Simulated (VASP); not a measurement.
# Nb2B3C (P6/mmm) in VASP: notebook

The runs below take Nb2B3C through single point, relaxation of cell and atoms, with PBE.

Everything below comes from runs of VASP 6.6.1. Logs are shortened: lines on timing, memory, paths and dates and some standing lists are left out, and cuts for length are marked.

## Step 1: The cell of the first run

Symmetry: P6/mmm, No. 191, hexagonal system. Conventional cell: a = 4.711 Å, b = 4.711 Å, c = 3.369 Å, α = 90.00°, β = 90.00°, γ = 120.00°. Nb (site symmetry -6m2) has 6 B at 2.17 Å and 3 Nb at 2.72 Å and 3 C at 2.72 Å within 2.9 Å. Within 2.9 Å of B (site symmetry mmm) lie 4 Nb at 2.17 Å and 4 B at 2.36 Å and 4 C at 2.90 Å. C (site symmetry 6/mmm) has 6 Nb at 2.72 Å and 12 B at 2.90 Å and 2 C at 3.37 Å within 3.6 Å.

The cell was generated, and may not be a known phase.

## Step 2: Single point, PBE

Input file INCAR:

```
PREC = Accurate
ENCUT = 520
EDIFF = 1E-6
ISMEAR = 0
SIGMA = 0.1
LREAL = False
LASPH = True
NELM = 100
ALGO = Normal
ISIF = 2
LWAVE = False
LCHARG = False
GGA = PE
NBANDS = 28
```

Input file KPOINTS:

```
regular mesh
0
Gamma
  6 6 6
```

Input file POSCAR:

```
Nb2B3C
1.0
    4.7106728200      0.0000000000      0.0000000000
   -2.3553364100      4.0795623300      0.0000000000
    0.0000000000      0.0000000000      3.3692947100
Nb B C
2 3 1
Direct
    0.3333333300      0.6666666700      0.0000000000
    0.6666666700      0.3333333300      0.0000000000
    0.5000000000      0.0000000000      0.5000000000
    0.0000000000      0.5000000000      0.5000000000
    0.5000000000      0.5000000000      0.5000000000
    0.0000000000      0.0000000000      0.0000000000
```

Potentials or basis: VASP PAW PBE potentials, release 64 (Nb_sv, B, C).

Launch:

```sh
> cat potpaw_PBE.64/Nb_sv/POTCAR potpaw_PBE.64/B/POTCAR potpaw_PBE.64/C/POTCAR > POTCAR
> mpirun -np 1 vasp_std > vasp.out
```

OUTCAR:

```text
PREC = Accurate
   ENCUT = 520
   EDIFF = 1E-6
   ISMEAR = 0
   LREAL = False
   LASPH = True
   NELM = 100
   ISIF = 2
   GGA = PE

 ion  position               nearest neighbor table
   1  0.333  0.667  0.000-   3 2.17   3 2.17   4 2.17   4 2.17   5 2.17   5 2.17   2 2.72   2 2.72
                             2 2.72
   2  0.667  0.333  0.000-   3 2.17   3 2.17   4 2.17   4 2.17   5 2.17   5 2.17   1 2.72   1 2.72
                             1 2.72
   3  0.500  0.000  0.500-   1 2.17   2 2.17   1 2.17   2 2.17
   4  0.000  0.500  0.500-   1 2.17   2 2.17   1 2.17   2 2.17
   5  0.500  0.500  0.500-   1 2.17   2 2.17   1 2.17   2 2.17
   6  0.000  0.000  0.000-

  LATTYP: Found a hexagonal cell.
 ALAT       =     4.7106728200
 C/A-ratio  =     0.7152470228

  Lattice vectors:

 A1 = (   4.7106728200,   0.0000000000,   0.0000000000)
 A2 = (  -2.3553364100,   4.0795623300,   0.0000000000)
 A3 = (   0.0000000000,   0.0000000000,   3.3692947100)

Analysis of symmetry for initial positions (statically):
=====================================================================
 Subroutine PRICEL returns:
 Original cell was already a primitive cell.

 Routine SETGRP: Setting up the symmetry group for a
 hexagonal supercell.

 Subroutine GETGRP returns: Found 24 space group operations
 (whereof 24 operations were pure point group operations)
 out of a pool of 24 trial point group operations.

The static configuration has the point symmetry D_6h.

Analysis of symmetry for dynamics (positions and initial velocities):
=====================================================================
 Subroutine PRICEL returns:
 Original cell was already a primitive cell.

 Routine SETGRP: Setting up the symmetry group for a
 hexagonal supercell.

 Subroutine GETGRP returns: Found 24 space group operations
 (whereof 24 operations were pure point group operations)
 out of a pool of 24 trial point group operations.

The dynamic configuration has the point symmetry D_6h.

 Subroutine INISYM returns: Found 24 space group operations
 (whereof 24 operations are pure point group operations),
 and found     1 'primitive' translations

----------------------------------------------------------------------------------------

                                     Primitive cell

  volume of cell :      64.7494

  direct lattice vectors                    reciprocal lattice vectors
     4.710672820  0.000000000  0.000000000     0.212283900  0.122562167  0.000000000
    -2.355336410  4.079562330  0.000000000     0.000000000  0.245124334  0.000000000
     0.000000000  0.000000000  3.369294710     0.000000000  0.000000000  0.296798020

  length of vectors
     4.710672820  4.710672819  3.369294710     0.245124334  0.245124334  0.296798020

  position of ions in fractional coordinates (direct lattice)
     0.333333330  0.666666670  0.000000000
     0.666666670  0.333333330  0.000000000
     0.500000000  0.000000000  0.500000000
     0.000000000  0.500000000  0.500000000
     0.500000000  0.500000000  0.500000000
     0.000000000  0.000000000  0.000000000

  ion indices of the primitive-cell ions
   primitive index   ion index
                 1           1
                 2           2
                 3           3
                 4           4
                 5           5
                 6           6

----------------------------------------------------------------------------------------

 KPOINTS: regular mesh

Automatic generation of k-mesh.
 Grid dimensions read from file:
 generate k-points for:    6    6    6

 Generating k-lattice:

  Cartesian coordinates                     Fractional coordinates (reciprocal lattice)
     0.035380650  0.020427028  0.000000000     0.166666667 -0.000000000  0.000000000
     0.000000000  0.040854056  0.000000000     0.000000000  0.166666667  0.000000000
     0.000000000  0.000000000  0.049466337     0.000000000  0.000000000  0.166666667

  Length of vectors
     0.040854056  0.040854056  0.049466337

  Shift w.r.t. Gamma in fractional coordinates (k-lattice)
     0.000000000  0.000000000  0.000000000

 Subroutine IBZKPT returns following result:
 ===========================================

 Found     28 irreducible k-points:

 Following reciprocal coordinates:
            Coordinates               Weight
  0.000000  0.000000  0.000000      1.000000
  0.166667  0.000000  0.000000      6.000000
  0.333333  0.000000  0.000000      6.000000
  0.500000  0.000000  0.000000      3.000000
  0.166667  0.166667  0.000000      6.000000
  0.333333  0.166667  0.000000     12.000000
[... 16 lines left out ...]
  0.166667  0.000000  0.500000      6.000000
  0.333333  0.000000  0.500000      6.000000
 [... further k-points ...]
   k-points           NKPTS =     28   k-points in BZ     NKDIM =     28   number of bands    NBANDS=     28
   number of dos      NEDOS =    301   number of ions     NIONS =      6
   total plane-waves  NPLWV =  36288
   dimension x,y,z NGX =    36 NGY =   36 NGZ =   28
   dimension x,y,z NGXF=    72 NGYF=   72 NGZF=   56
   ions per type =               2   3   1
   NGX,Y,Z   is equivalent  to a cutoff of  12.70, 12.70, 13.82 a.u.
   NGXF,Y,Z  is equivalent  to a cutoff of  25.41, 25.41, 27.63 a.u.
 SYSTEM =  unknown system
   PREC   = accura    normal or accurate (medium, high low for compatibility)
   ISTART =      0    job   : 0-new  1-cont  2-samecut
   ICHARG =      2    charge: 1-file 2-atom 10-const
   ISPIN  =      1    spin polarized calculation?
   LNONCOLLINEAR =      F non collinear calculations
   LSORBIT =      F    spin-orbit coupling
   LASPH  =      T    aspherical Exc in radial PAW
   ENCUT  =  520.0 eV  38.22 Ry    6.18 a.u.   8.76  8.76  6.26*2*pi/ulx,y,z
   NELM   =    100;   NELMIN=  2; NELMDL= -5     # of ELM steps
   EDIFF  = 0.1E-05   stopping-criterion for ELM
   LREAL  =      F    real-space projection
   EDIFFG = 0.1E-04   stopping-criterion for IOM
   NSW    =      0    number of steps for IOM
   IBRION =     -1    ionic relax: 0-MD 1-quasi-New 2-CG
   NFREE  =      0    steps in history (QN), initial steepest desc. (CG)
   ISIF   =      2    stress and relaxation
   ISYM   =      2    0-nonsym 1-usesym 2-fastsym
   POTIM  = 0.5000    time-step for ionic-motion
   TEBEG  =    0.0;   TEEND  =   0.0 temperature during run
   PSTRESS=    0.0 pullay stress
   NELECT =      39.0000    total number of electrons
   NUPDOWN=      -1.0000    fix difference up-down
   EMIN   =  10.00;   EMAX   =-10.00  energy-range for DOS
   EFERMI =   0.00;   METHOD = LEGACY
   ISMEAR =     0;   SIGMA  =   0.10  broadening in eV -4-tet -1-fermi 0-gaus
   EFERMI_NEDOS =   21; number of points for ismear=-14 and -15
   IALGO  =     38    algorithm
   IMIX   =      4    mixing-type and parameters
     AMIX     =   0.40;   BMIX     =  1.00
     AMIX_MAG =   1.60;   BMIX_MAG =  1.00
  volume/ion in A,a.u.               =      10.79        72.83
  Fermi-wavevector in a.u.,A,eV,Ry     =   1.382562  2.612663 26.007222  1.911477
  Thomas-Fermi vector in A             =   2.507241
   LORBIT       =      0    0 simple, 1 ext, 2 COOP (PROOUT), +10 PAW based schemes
   GGA     = PE    functional components
   LHFCALC =     F    Hartree Fock is set to
   AEXX    =    0.0000 exact exchange contribution
   IVDW    =     0    specifies the selected vdW correction
   LEPSILON=     F    determine dielectric tensor
   LRPA    =     F    only Hartree local field effects (RPA)
 non-spin polarized calculation
 Gauss-broadening in eV      SIGMA  =   0.10
  energy-cutoff  :      520.00
  volume of cell :       64.75
 maximum number of plane-waves:      1764
 NGX is ok and might be reduce to    36
   NGX = 17   NGY = 17   NGZ = 13

 number of electron      38.9999998 magnetization

 Free energy of the ion-electron system (eV)
  ---------------------------------------------------
  ext. energy  EPLUGINS =         0.00000000
  ---------------------------------------------------
  free energy    TOTEN  =       -42.54431692 eV

  energy without entropy =      -42.52755888  energy(sigma->0) =      -42.53593790

 E-fermi :   8.7189     XC(G=0): -12.1781

 val. band max:        8.7131572995   @ k =   0.1667   0.1667   0.3333
 cond. band min:       8.7269035742   @ k =   0.3333   0.0000   0.5000
 fundamental gap:      0.0137462746
 Fermi energy:         8.7188937950

 k-point     1 :       0.0000    0.0000    0.0000
  band No.  band energies     occupation
      1     -45.3090      2.00000
      2     -45.0178      2.00000
      3     -21.9157      2.00000
      4     -21.9157      2.00000
      5     -21.6234      2.00000
      6     -21.2645      2.00000
[... 20 lines left out ...]
     27      13.6018      0.00000
     28      13.6018      0.00000

 k-point     2 :       0.1667    0.0000    0.0000
  band No.  band energies     occupation
      1     -45.2922      2.00000
      2     -45.0354      2.00000
      3     -21.9393      2.00000
      4     -21.8694      2.00000
      5     -21.6027      2.00000
      6     -21.2862      2.00000
[... 20 lines left out ...]
     27      13.0616      0.00000
     28      13.4395      0.00000

 k-point     3 :       0.3333    0.0000    0.0000
  band No.  band energies     occupation
      1     -45.2486      2.00000
      2     -45.0805      2.00000
      3     -21.9833      2.00000
      4     -21.7577      2.00000
      5     -21.5490      2.00000
      6     -21.3419      2.00000
[... 20 lines left out ...]
     27      13.5820      0.00000
     28      13.9394      0.00000

 k-point     4 :       0.5000    0.0000    0.0000
  band No.  band energies     occupation
      1     -45.2135      2.00000
      2     -45.1164      2.00000
      3     -22.0039      2.00000
      4     -21.6844      2.00000
      5     -21.5057      2.00000
      6     -21.3862      2.00000
[... 578 lines left out ...]
     27      13.8682      0.00000
     28      14.9442      0.00000

 k-point    23 :       0.1667    0.0000    0.5000
  band No.  band energies     occupation
      1     -45.2726      2.00000
      2     -45.0141      2.00000
      3     -21.9432      2.00000
      4     -21.9119      2.00000
      5     -21.8417      2.00000
      6     -21.6242      2.00000
[... 20 lines left out ...]
     27      13.3906      0.00000
     28      15.1145      0.00000

 k-point    24 :       0.3333    0.0000    0.5000
  band No.  band energies     occupation
      1     -45.2287      2.00000
      2     -45.0595      2.00000
      3     -21.9536      2.00000
      4     -21.8887      2.00000
      5     -21.7260      2.00000
      6     -21.6800      2.00000
[... 20 lines left out ...]
     27      12.6230      0.00000
     28      15.1524      0.00000

 [... further k-points ...]

------------------------ aborting loop because EDIFF is reached ----------------------------------------

  FORCE on cell =-STRESS in cart. coord.  units (eV):
  Direction    XX          YY          ZZ          XY          YZ          ZX
  --------------------------------------------------------------------------------------
  -------------------------------------------------------------------------------------
  Total        9.6218673      9.6218673     19.6697119      0.0000000     -0.0000000     -0.0000000
  in kB      238.0863135    238.0863134    486.7131343      0.0000000     -0.0000000     -0.0000000
  external PRESSURE =     320.9619204 kB  Pullay stress =       0.0000000 kB

 VOLUME and BASIS-vectors are now :
 -----------------------------------------------------------------------------
  energy-cutoff  :      520.00
  volume of cell :       64.75
      direct lattice vectors                 reciprocal lattice vectors
     4.710672820  0.000000000  0.000000000     0.212283900  0.122562167  0.000000000
    -2.355336410  4.079562330  0.000000000     0.000000000  0.245124334  0.000000000
     0.000000000  0.000000000  3.369294710     0.000000000  0.000000000  0.296798020

 POSITION                                       TOTAL-FORCE (eV/Angst)
 -----------------------------------------------------------------------------------
     -0.00000      2.71971      0.00000         0.000000      0.000000      0.000000
      2.35534      1.35985      0.00000        -0.000000      0.000000     -0.000000
      2.35534      0.00000      1.68465        -0.000000      0.000000      0.000000
     -1.17767      2.03978      1.68465        -0.000000      0.000000      0.000000
      1.17767      2.03978      1.68465        -0.000000      0.000000      0.000000
      0.00000      0.00000      0.00000        -0.000000      0.000000      0.000000
 -----------------------------------------------------------------------------------
    total drift:                                0.000000     -0.000000     -0.000000

  FREE ENERGIE OF THE ION-ELECTRON SYSTEM (eV)
  ---------------------------------------------------
  free  energy   TOTEN  =       -42.5443169217 eV

  energy  without entropy=      -42.5275588845  energy(sigma->0) =      -42.53593790
```

Wall time 27 s (1 thread of Intel Xeon 6975P-C (Granite Rapids), shared host); peak memory 0.21 GiB.

Results:

* Free energy: -42.5443 eV
* Pressure: 32.1 GPa
* Band gap on the k mesh: zero (an odd number of electrons rules out a gap without spin polarisation)

Caveat: the stress differs along the axes, from 24 to 49 GPa; an odd number of electrons without spin polarisation forces a metal; a magnetic or distorted state may lie lower.

## Step 3: Single point, PBE

This run uses another cell than the first one, of 11.51 Å³/atom.

Input file INCAR:

```
PREC = Accurate
ENCUT = 520
EDIFF = 1E-6
ISMEAR = 0
SIGMA = 0.1
LREAL = False
LASPH = True
NELM = 60
ALGO = Normal
ISIF = 2
LWAVE = False
LCHARG = True
GGA = PE
LELF = True
LVHAR = True
NBANDS = 28
```

KPOINTS is that of step 2.

Input file POSCAR:

```
Nb2B3C
1.0
    4.4602274605      0.0000000000      0.0000000000
   -2.2301137302      3.8626702874      0.0000000000
    0.0000000000      0.0000000000      4.0081867643
Nb B C
2 3 1
Direct
    0.3333333333      0.6666666667      0.0000000000
    0.6666666667      0.3333333333      0.0000000000
    0.5000000000      0.0000000000      0.5000000000
    0.0000000000      0.5000000000      0.5000000000
    0.5000000000      0.5000000000      0.5000000000
    0.0000000000      0.0000000000      0.0000000000
```

Potentials or basis: VASP PAW PBE potentials, release 64 (Nb_sv, B, C).

Launch:

```sh
> cat potpaw_PBE.64/Nb_sv/POTCAR potpaw_PBE.64/B/POTCAR potpaw_PBE.64/C/POTCAR > POTCAR
> mpirun -np 1 vasp_std > vasp.out
```

OUTCAR:

```text
PREC = Accurate
   ENCUT = 520
   EDIFF = 1E-6
   ISMEAR = 0
   LREAL = False
   LASPH = True
   NELM = 60
   ISIF = 2
   GGA = PE

 ion  position               nearest neighbor table
   1  0.333  0.667  0.000-   3 2.38   3 2.38   4 2.38   4 2.38   5 2.38   5 2.38   2 2.58   2 2.58
                             2 2.58
   2  0.667  0.333  0.000-   3 2.38   3 2.38   4 2.38   4 2.38   5 2.38   5 2.38   1 2.58   1 2.58
                             1 2.58
   3  0.500  0.000  0.500-   1 2.38   2 2.38   1 2.38   2 2.38
   4  0.000  0.500  0.500-   1 2.38   2 2.38   1 2.38   2 2.38
   5  0.500  0.500  0.500-   1 2.38   2 2.38   1 2.38   2 2.38
   6  0.000  0.000  0.000-

  LATTYP: Found a hexagonal cell.
 ALAT       =     4.4602274605
 C/A-ratio  =     0.8986507526

  Lattice vectors:

 A1 = (   4.4602274605,   0.0000000000,   0.0000000000)
 A2 = (  -2.2301137302,   3.8626702874,   0.0000000000)
 A3 = (   0.0000000000,   0.0000000000,   4.0081867643)

Analysis of symmetry for initial positions (statically):
=====================================================================
[... 185 lines left out ...]
 fundamental gap:      0.0748981173
 Fermi energy:         8.6130665555

 k-point     1 :       0.0000    0.0000    0.0000
  band No.  band energies     occupation
      1     -46.3200      2.00000
      2     -45.8327      2.00000
      3     -22.9808      2.00000
      4     -22.9808      2.00000
      5     -22.5159      2.00000
      6     -22.0392      2.00000
[... 733 lines left out ...]
     27      12.6736      0.00000
     28      13.4890      0.00000

 [... further k-points ...]

------------------------ aborting loop because EDIFF is reached ----------------------------------------

  FORCE on cell =-STRESS in cart. coord.  units (eV):
  Direction    XX          YY          ZZ          XY          YZ          ZX
  --------------------------------------------------------------------------------------
  -------------------------------------------------------------------------------------
  Total       -0.0885356     -0.0885356     -0.1132017     -0.0000000     -0.0000000      0.0000000
  in kB       -2.0541683     -2.0541683     -2.6264610     -0.0000000     -0.0000000      0.0000000
  external PRESSURE =      -2.2449325 kB  Pullay stress =       0.0000000 kB

 VOLUME and BASIS-vectors are now :
 -----------------------------------------------------------------------------
  energy-cutoff  :      520.00
  volume of cell :       69.05
      direct lattice vectors                 reciprocal lattice vectors
     4.460227460  0.000000000  0.000000000     0.224203812  0.129444131  0.000000000
    -2.230113730  3.862670287  0.000000000     0.000000000  0.258888263  0.000000000
     0.000000000  0.000000000  4.008186764     0.000000000  0.000000000  0.249489372

 POSITION                                       TOTAL-FORCE (eV/Angst)
 -----------------------------------------------------------------------------------
     -0.00000      2.57511      0.00000         0.000000      0.000000     -0.000000
      2.23011      1.28756      0.00000        -0.000000     -0.000000      0.000000
      2.23011      0.00000      2.00409         0.000000      0.000000     -0.000000
     -1.11506      1.93134      2.00409        -0.000000      0.000000     -0.000000
      1.11506      1.93134      2.00409        -0.000000      0.000000     -0.000000
      0.00000      0.00000      0.00000        -0.000000      0.000000     -0.000000
 -----------------------------------------------------------------------------------
    total drift:                                0.000000      0.000000      0.000000

  FREE ENERGIE OF THE ION-ELECTRON SYSTEM (eV)
  ---------------------------------------------------
  free  energy   TOTEN  =       -44.1590893393 eV

  energy  without entropy=      -44.1544047349  energy(sigma->0) =      -44.15674704
```

OSZICAR:

```text
N       E                     dE             d eps       ncg     rms          rms(c)
DAV:   1     0.359929125633E+03    0.35993E+03   -0.20513E+04  1568   0.138E+03
DAV:   2    -0.141965338093E+02   -0.37413E+03   -0.36316E+03  1880   0.496E+02
DAV:   3    -0.452741912498E+02   -0.31078E+02   -0.30420E+02  3056   0.107E+02
DAV:   4    -0.466459187705E+02   -0.13717E+01   -0.13634E+01  2196   0.185E+01
DAV:   5    -0.467232175885E+02   -0.77299E-01   -0.77239E-01  2900   0.485E+00    0.147E+01
DAV:   6    -0.444966151617E+02    0.22266E+01   -0.21151E+01  2384   0.227E+01    0.510E+00
DAV:   7    -0.441827598965E+02    0.31386E+00   -0.24026E+00  2512   0.836E+00    0.352E+00
DAV:   8    -0.441658739684E+02    0.16886E-01   -0.25415E-01  2592   0.303E+00    0.138E+00
DAV:   9    -0.441580569418E+02    0.78170E-02   -0.57309E-02  2476   0.135E+00    0.439E-01
DAV:  10    -0.441592266307E+02   -0.11697E-02   -0.11967E-02  2668   0.695E-01    0.273E-01
DAV:  11    -0.441590852142E+02    0.14142E-03   -0.24407E-03  2372   0.344E-01    0.209E-02
DAV:  12    -0.441590888949E+02   -0.36806E-05   -0.14950E-04  2456   0.801E-02    0.111E-02
DAV:  13    -0.441590887054E+02    0.18947E-06   -0.13259E-05  2112   0.357E-02    0.885E-03
DAV:  14    -0.441590893393E+02   -0.63394E-06   -0.77148E-07  1208   0.657E-03
   1 F= -.44159089E+02 E0= -.44156747E+02  d E =-.468460E-02
```

Wall time 28 s (1 thread of Intel Xeon 6975P-C (Granite Rapids), shared host); peak memory 0.21 GiB.

Results:

- Free energy: -44.1591 eV
- Pressure: -0.2 GPa
- Band gap on the k mesh: zero (an odd number of electrons rules out a gap without spin polarisation)

Caveat: an odd number of electrons without spin polarisation forces a metal; a magnetic or distorted state may lie lower.

[end of part 1 of 2]

The gap in the log of VASP goes by the Fermi energy; the results here count the filled bands.